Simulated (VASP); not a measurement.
A run of VASP 6.6.1:

The input POSCAR:

```
TiSi16
1.0
    0.0000000000      5.4300000000      5.4300000000
    5.4300000000      0.0000000000      5.4300000000
    5.4300000000      5.4300000000      0.0000000000
Si Ti
16 1
Direct
   -0.0088855550      0.0016925442      0.0017621727
    0.1189223201      0.1306444454      0.1291387898
   -0.0098804270     -0.0052752613      0.5126394058
    0.1138603939      0.1278213222      0.6289903699
   -0.0100332295      0.5137130115     -0.0053414448
    0.1141266073      0.6290736362      0.1279451084
   -0.0066858291      0.4991548332      0.4991386326
    0.1161369863      0.6232799421      0.6233737685
    0.4814114251      0.0120703923      0.0111412372
    0.6066734054      0.1296986648      0.1305967420
    0.4868198431     -0.0055928124      0.5135402210
    0.6131020007      0.1113679948      0.6463972301
    0.4870376247      0.5134202308     -0.0047833632
    0.6135654849      0.6471247044      0.1116846281
    0.4905281164      0.5019696282      0.5017997389
    0.6220207559      0.6230436303      0.6237355331
    0.7351246069      0.2579375834      0.2573588598
```

File INCAR.step1:

```
PREC     = Accurate       # precision mode
ENCUT    = 520            # plane-wave cutoff, eV
ISMEAR   = 0              # smearing method
SIGMA    = 0.05           # smearing width, eV
LREAL    = Auto         
LASPH    = T              # aspherical terms in the spheres
NELM     = 100            # most SCF steps
NBANDS   = 52             # bands
GGA      = PE             # functional
ALGO     = Normal         # electronic algorithm
EDIFF    = 1E-4           # SCF threshold, eV
LWAVE    = T              # write WAVECAR
LCHARG   = F              # write CHGCAR
```

INCAR.step2

```
PREC     = Accurate       # precision mode
ENCUT    = 520            # plane-wave cutoff, eV
EDIFF    = 1E-7           # SCF threshold, eV
ISMEAR   = 0              # smearing method
SIGMA    = 0.05           # smearing width, eV
LREAL    = Auto         
LASPH    = T              # aspherical terms in the spheres
NELM     = 100            # most SCF steps
ALGO     = Normal         # electronic algorithm
ISIF     = 2              # what is computed and relaxed
LWAVE    = F              # write WAVECAR
LCHARG   = F              # write CHGCAR
METAGGA  = R2SCAN         # meta-GGA
LMIXTAU  = T            
NBANDS   = 52             # bands
ISTART   = 1
```

File KPOINTS:

```
Automatic mesh
0
Gamma
  2 2 2
```

Potentials or basis: VASP PAW PBE potentials, release 64 (Si, Ti_sv).

Run with:

```console
$ cat potpaw_PBE.64/Si/POTCAR potpaw_PBE.64/Ti_sv/POTCAR > POTCAR
$ cp INCAR.step1 INCAR
$ mpirun -np 1 vasp_std > vasp.out
$ cp INCAR.step2 INCAR
$ mpirun -np 1 vasp_std > vasp.out
```

Hardware: 1 thread of AMD EPYC 9R45 96-Core Processor (Zen 5), with other jobs on the host.

Task: How long does it take, and how much memory?

Result: Run time: 15 min on 1 thread of AMD EPYC 9R45 96-Core Processor (Zen 5), with other jobs on the host, peak memory 0.54 GiB. Counts: k points 8.
